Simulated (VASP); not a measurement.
# NbN (I4/mmm) in VASP: a series of runs

The runs below take NbN through single point, with LDA.

Everything below comes from runs of VASP 6.6.1. Logs are shortened: lines on timing, memory, paths and dates and some standing lists are left out, and cuts for length are marked.

## (1) The cell of the first run

The structure is tetragonal, space group I4/mmm (No. 139). Conventional cell: a = 3.103 Å, b = 3.103 Å, c = 4.433 Å, α = 90.00°, β = 90.00°, γ = 90.00°. Within 2.9 Å of Nb (site symmetry 4/mmm) lie 6 N at 2.19 to 2.22 Å. N (site symmetry 4/mmm) has 6 Nb at 2.19 to 2.22 Å within 2.9 Å.

## (2) Single point, LDA (zz strain of +1 %)

The input, INCAR:

```
SYSTEM = NbN
PREC     = Accurate       ! precision mode
ENCUT    = 600            ! plane-wave cutoff, eV
EDIFF    = 1E-6           ! SCF threshold, eV
ISMEAR   = -1             ! smearing method
SIGMA    = 0.08           ! smearing width, eV
LREAL    = .False.        ! projectors in reciprocal space
LASPH    = .True.         ! aspherical terms in the spheres
NELM     = 120            ! most SCF steps
ALGO     = Normal         ! electronic algorithm
ISIF     = 2              ! what is computed and relaxed
LWAVE    = .False.        ! write WAVECAR
LCHARG   = .False.        ! write CHGCAR
GGA      = CA             ! functional
NBANDS   = 16             ! bands
GGA_COMPAT= .False.
```

The input, KPOINTS:

```
Automatic mesh
0
Gamma
  13 13 13
  0 0 0
```

The input, POSCAR:

```
NbN
1.0
    0.0000000000      2.1945000000      2.2164450000
    2.1945000000      0.0000000000      2.2164450000
    2.1945000000      2.1945000000      0.0000000000
Nb N
1 1
Direct
    0.5000000000      0.5000000000      0.5000000000
    0.0000000000      0.0000000000      0.0000000000
```

Potentials or basis: VASP PAW LDA potentials, release 64 (Nb_sv, N).

Launch:

```sh
> cat potpaw_LDA.64/Nb_sv/POTCAR potpaw_LDA.64/N/POTCAR > POTCAR
> mpirun -np 1 vasp_std > vasp.out
```

OUTCAR:

```text
SYSTEM = NbN
   PREC = Accurate
   ENCUT = 600
   EDIFF = 1E-6
   ISMEAR = -1
   LREAL = .False.
   LASPH = .True.
   NELM = 120
   ISIF = 2
   GGA = CA

 ion  position               nearest neighbor table
   1  0.500  0.500  0.500-   2 2.19   2 2.19   2 2.19   2 2.19   2 2.22   2 2.22
   2  0.000  0.000  0.000-   1 2.19   1 2.19   1 2.19   1 2.19   1 2.22   1 2.22

  LATTYP: Found a body centered tetragonal cell.
 ALAT       =     3.1034916626
 C/A-ratio  =     1.4283556980

  Lattice vectors:

 A1 = (  -2.1945000000,   0.0000000000,   2.2164450000)
 A2 = (   2.1945000000,   0.0000000000,   2.2164450000)
 A3 = (   0.0000000000,   2.1945000000,  -2.2164450000)

Analysis of symmetry for initial positions (statically):
=====================================================================
 Subroutine PRICEL returns:
 Original cell was already a primitive cell.

 Routine SETGRP: Setting up the symmetry group for a
 body centered tetragonal supercell.

 Subroutine GETGRP returns: Found 16 space group operations
 (whereof 16 operations were pure point group operations)
 out of a pool of 16 trial point group operations.

The static configuration has the point symmetry D_4h.

Analysis of symmetry for dynamics (positions and initial velocities):
=====================================================================
 Subroutine PRICEL returns:
 Original cell was already a primitive cell.

 Routine SETGRP: Setting up the symmetry group for a
 body centered tetragonal supercell.

 Subroutine GETGRP returns: Found 16 space group operations
 (whereof 16 operations were pure point group operations)
 out of a pool of 16 trial point group operations.

The dynamic configuration has the point symmetry D_4h.

 Subroutine INISYM returns: Found 16 space group operations
 (whereof 16 operations are pure point group operations),
 and found     1 'primitive' translations

----------------------------------------------------------------------------------------

                                     Primitive cell

  volume of cell :      21.3480

  direct lattice vectors                    reciprocal lattice vectors
     0.000000000  2.194500000  2.216445000    -0.227842333  0.227842333  0.225586468
     2.194500000  0.000000000  2.216445000     0.227842333 -0.227842333  0.225586468
     2.194500000  2.194500000  0.000000000     0.227842333  0.227842333 -0.225586468

  length of vectors
     3.119047721  3.119047721  3.103491663     0.393336386  0.393336386  0.393336386

  position of ions in fractional coordinates (direct lattice)
[... 79 lines left out ...]
   EDIFF  = 0.1E-05   stopping-criterion for ELM
   LREAL  =      F    real-space projection
   EDIFFG = 0.1E-04   stopping-criterion for IOM
   NSW    =      0    number of steps for IOM
   IBRION =     -1    ionic relax: 0-MD 1-quasi-New 2-CG
   NFREE  =      0    steps in history (QN), initial steepest desc. (CG)
   ISIF   =      2    stress and relaxation
   ISYM   =      2    0-nonsym 1-usesym 2-fastsym
   POTIM  = 0.5000    time-step for ionic-motion
   TEBEG  =    0.0;   TEEND  =   0.0 temperature during run
   PSTRESS=    0.0 pullay stress
   NELECT =      18.0000    total number of electrons
   NUPDOWN=      -1.0000    fix difference up-down
   EMIN   =  10.00;   EMAX   =-10.00  energy-range for DOS
   EFERMI =   0.00;   METHOD = LEGACY
   ISMEAR =    -1;   SIGMA  =   0.08  broadening in eV -4-tet -1-fermi 0-gaus
   EFERMI_NEDOS =   21; number of points for ismear=-14 and -15
   IALGO  =     38    algorithm
   IMIX   =      4    mixing-type and parameters
     AMIX     =   0.40;   BMIX     =  1.00
     AMIX_MAG =   1.60;   BMIX_MAG =  1.00
  volume/ion in A,a.u.               =      10.67        72.03
  Fermi-wavevector in a.u.,A,eV,Ry     =   1.546606  2.922661 32.544991  2.391989
  Thomas-Fermi vector in A             =   2.651818
   LORBIT       =      0    0 simple, 1 ext, 2 COOP (PROOUT), +10 PAW based schemes
   GGA     = CA    functional components
   LHFCALC =     F    Hartree Fock is set to
   AEXX    =    0.0000 exact exchange contribution
   IVDW    =     0    specifies the selected vdW correction
   LEPSILON=     F    determine dielectric tensor
   LRPA    =     F    only Hartree local field effects (RPA)
 non-spin polarized calculation
  energy-cutoff  :      600.00
  volume of cell :       21.35
 maximum number of plane-waves:       725
 NGX is ok and might be reduce to    28
   NGX = 13   NGY = 13   NGZ = 13

 number of electron      18.0000000 magnetization

 Free energy of the ion-electron system (eV)
  ---------------------------------------------------
  ext. energy  EPLUGINS =         0.00000000
  ---------------------------------------------------
  free energy    TOTEN  =       -22.83160044 eV

  energy without entropy =      -22.81362993  energy(sigma->0) =      -22.82261518

 E-fermi :  13.6796     XC(G=0): -13.5990

 val. band max:       13.6513725388   @ k =  -0.3077  -0.0000   0.0769
 cond. band min:      13.6922791930   @ k =  -0.3077   0.0769   0.0000
 fundamental gap:      0.0409066542
 Fermi energy:        13.6796333587

 k-point     1 :       0.0000    0.0000    0.0000
  band No.  band energies     occupation
      1     -42.4011      2.00000
      2     -18.2247      2.00000
      3     -18.2241      2.00000
      4     -18.2241      2.00000
      5      -3.6782      2.00000
      6      10.3421      2.00000
[... 433 lines left out ...]
      3     -18.4345      2.00000
      4     -18.3683      2.00000
      5      -1.6787      2.00000
      6       5.4618      2.00000
[... 8 lines left out ...]
     15      25.6099      0.00000
     16      27.1561      0.00000

 [... further k-points ...]

------------------------ aborting loop because EDIFF is reached ----------------------------------------

  FORCE on cell =-STRESS in cart. coord.  units (eV):
  Direction    XX          YY          ZZ          XY          YZ          ZX
  --------------------------------------------------------------------------------------
  -------------------------------------------------------------------------------------
  Total       -1.1680657     -1.1680657     -1.9259014      0.0000000      0.0000000     -0.0000000
  in kB      -87.6636839    -87.6636839   -144.5394839      0.0000000      0.0000000     -0.0000000
  external PRESSURE =    -106.6222839 kB  Pullay stress =       0.0000000 kB

 VOLUME and BASIS-vectors are now :
 -----------------------------------------------------------------------------
  energy-cutoff  :      600.00
  volume of cell :       21.35
      direct lattice vectors                 reciprocal lattice vectors
     0.000000000  2.194500000  2.216445000    -0.227842333  0.227842333  0.225586468
     2.194500000  0.000000000  2.216445000     0.227842333 -0.227842333  0.225586468
     2.194500000  2.194500000  0.000000000     0.227842333  0.227842333 -0.225586468

 POSITION                                       TOTAL-FORCE (eV/Angst)
 -----------------------------------------------------------------------------------
      2.19450      2.19450      2.21645         0.000000      0.000000     -0.000000
      0.00000      0.00000      0.00000        -0.000000     -0.000000      0.000000
 -----------------------------------------------------------------------------------
    total drift:                                0.000000      0.000000      0.000000

  FREE ENERGIE OF THE ION-ELECTRON SYSTEM (eV)
  ---------------------------------------------------
  free  energy   TOTEN  =       -22.8316004382 eV

  energy  without entropy=      -22.8136299273  energy(sigma->0) =      -22.82261518
```

It took 2.6 min on 1 thread of Intel Xeon 8259CL, shared host; peak memory 0.2 GiB.

Results:

```yaml
Free_energy: -22.8316 eV
Pressure: -10.7 GPa
Band_gap_on_the_k_mesh: zero (bands 9 and 10 overlap by 3.34 eV)
```

Stress tensor (GPa, compression positive):
```
 -8.77   0.00   0.00
  0.00  -8.77   0.00
  0.00   0.00 -14.45
```

Levels at points of the mesh, in eV from the Fermi level:
```tsv
k point	band 7	band 8	band 9	band 10	band 11	band 12
(0.00, 0.00, 0.00)	-3.29	-3.29	-2.09	-1.98	-1.98	-0.26
```

Caveat: the cell differs from its parent crystal (zz strain of +1 %); the cell stands under tension.

## (3) Single point, LDA (zz strain of +2 %)

INCAR: that of step 2 with these lines changed.

```diff
@@ -12,4 +12,6 @@
 LWAVE    = .False.        ! write WAVECAR
-LCHARG   = .False.        ! write CHGCAR
+LCHARG   = .True.         ! write CHGCAR
 GGA      = CA             ! functional
+LELF     = .True.         ! ELF
+LVHAR    = .True.       
 NBANDS   = 16             ! bands
```

KPOINTS is that of step 2.

The input, POSCAR:

```
NbN
1.0
    0.0000000000      2.1945000000      2.2383900000
    2.1945000000      0.0000000000      2.2383900000
    2.1945000000      2.1945000000      0.0000000000
Nb N
1 1
Direct
    0.5000000000      0.5000000000      0.5000000000
    0.0000000000      0.0000000000      0.0000000000
```

Potentials or basis: VASP PAW LDA potentials, release 64 (Nb_sv, N).

Launch:

```sh
> cat potpaw_LDA.64/Nb_sv/POTCAR potpaw_LDA.64/N/POTCAR > POTCAR
> mpirun -np 1 vasp_std > vasp.out
```

Run time: 2.8 min. Hardware: 1 thread of Intel Xeon 8259CL, shared host; peak memory 0.2 GiB.

Results (log left out):

```
Free energy            : -22.8089 eV
Pressure               : -13.4 GPa
Band gap on the k mesh : zero (bands 9 and 10 overlap by 3.23 eV)
```

Stress tensor (GPa, compression positive):
```
 -9.91   0.00   0.00
  0.00  -9.91   0.00
  0.00   0.00 -20.26
```

Levels at points of the mesh, in eV from the Fermi level:
```tsv
k point	band 5	band 6	band 7	band 8	band 9	band 10	band 11	band 12	band 13	band 14
(0.00, 0.00, 0.00)	-17.29	-3.33	-3.25	-3.25	-2.13	-1.91	-1.91	-0.34	-0.07	3.23
```

Caveat: the cell differs from its parent crystal (zz strain of +2 %); the cell stands under tension.
